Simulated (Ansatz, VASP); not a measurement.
**One calculation of Ge, two programs**

The input INCAR:

```
SYSTEM = Ge
PREC     = Accurate       ! precision mode
ENCUT    = 520            ! plane-wave cutoff, eV
EDIFF    = 1E-6           ! SCF threshold, eV
ISMEAR   = 0              ! smearing method
SIGMA    = 0.1            ! smearing width, eV
LREAL    = .FALSE.        ! projectors in reciprocal space
LASPH    = .TRUE.         ! aspherical terms in the spheres
NELM     = 60             ! most SCF steps
ALGO     = Normal         ! electronic algorithm
ISIF     = 2              ! what is computed and relaxed
LWAVE    = .FALSE.        ! write WAVECAR
LCHARG   = .TRUE.         ! write CHGCAR
LDIPOL   = .TRUE.       
IDIPOL   = 3            
DIPOL    = 0.5 0.5 0.502
GGA      = PE             ! functional
LELF     = .TRUE.         ! ELF
LVHAR    = .TRUE.       
LVACPOTAV= .TRUE.       
NBANDS   = 51             ! bands
```

The input KPOINTS:

```
Automatic mesh
0
G
  18 18 1
  0 0 0
```

Contents of POSCAR:

```
Ge
1.0
    3.9975858400      0.0000000000      0.0000000000
   -1.9987929200      3.4620108900      0.0000000000
    0.0000000000      0.0000000000     27.4295962663
Ge
6
Direct
    0.3333333334      0.6666666668      0.3645697116
    0.6666666666      0.3333333334      0.3948369575
    0.6666666666      0.3333333334      0.4848663770
    0.3333333334      0.6666666668      0.5171311480
    0.3333333334      0.6666666668      0.6099832366
    0.6666666666      0.3333333334      0.6408589796
```

Input for Ansatz:

```yaml
crystal:
  lattice:
    - [3.99758584, 0.0, 0.0]
    - [-1.99879292, 3.46201089, 0.0]
    - [0.0, 0.0, 27.4295962663]
  atoms:
    - { symbol: Ge, position: [0.3333333334, 0.6666666668, 0.3645697116] }
    - { symbol: Ge, position: [0.6666666666, 0.3333333334, 0.3948369575] }
    - { symbol: Ge, position: [0.6666666666, 0.3333333334, 0.484866377] }
    - { symbol: Ge, position: [0.3333333334, 0.6666666668, 0.517131148] }
    - { symbol: Ge, position: [0.3333333334, 0.6666666668, 0.6099832366] }
    - { symbol: Ge, position: [0.6666666666, 0.3333333334, 0.6408589796] }
basis:
  ecutwfc: 420.0
  fft_grid_basis: typed
kpoints:
  mp_grid: { grid: [18, 18, 1] }
hamiltonian:
  xc: pbe
scf:
  occupations: { method: gaussian, width: 0.1 }
output:
  forces: true
  eigenvalues: true
  band_densities:
    - { e_range: [-2.0, -1.0] }
    - { e_range: [-1.0, -0.5] }
    - { e_range: [-0.5, -0.25] }
    - { e_range: [-0.25, 0.0] }
    - { e_range: [0.0, 0.25] }
    - { e_range: [0.25, 0.5] }
    - { e_range: [0.5, 1.0] }
    - { e_range: [1.0, 1.5] }
  band_residual_tolerance: 1.0e-05
  write_potential: true
  elf: true
  write_density: true
  volumetric_format: npy
efield:
  axis: 3
  dipole_correction: true
  ramp_width: 0.04
checkpoint:
  read: start.run
  write: ck
  compress: false
  write_wavefunctions: false
  write_every: 100000
```

Alike in both runs: task single point; functional PBE; k mesh 18 × 18 × 1; occupations gaussian, width 0.1 eV; no spin polarisation.

|  | VASP | Ansatz |
| --- | --- | --- |
| version | VASP 6.6.1 | Ansatz 0.2.0 |
| potentials or method | VASP PAW PBE potentials, release 64 (Ge_d), cutoff 520 eV | scalar-relativistic, plane waves, PAW |
| valence electrons in the cell | 84 | 84 |

|  | VASP | Ansatz | Ansatz less VASP |
| --- | --- | --- | --- |
| gap on the k mesh at the Fermi level (eV) | none | none | - |
| rms of the force components (eV/Å) | 0.140 | 0.140 | -0.0007 |
| work function, face that differs most (eV) | 4.60 | 4.60 | +0.001 |

Atom by atom the forces differ by 0.001 eV/Å (rms over components). A gap of «none» marks a metal or a gap that the smearing closes. Ansatz's warnings: xc potential rough in thin density.
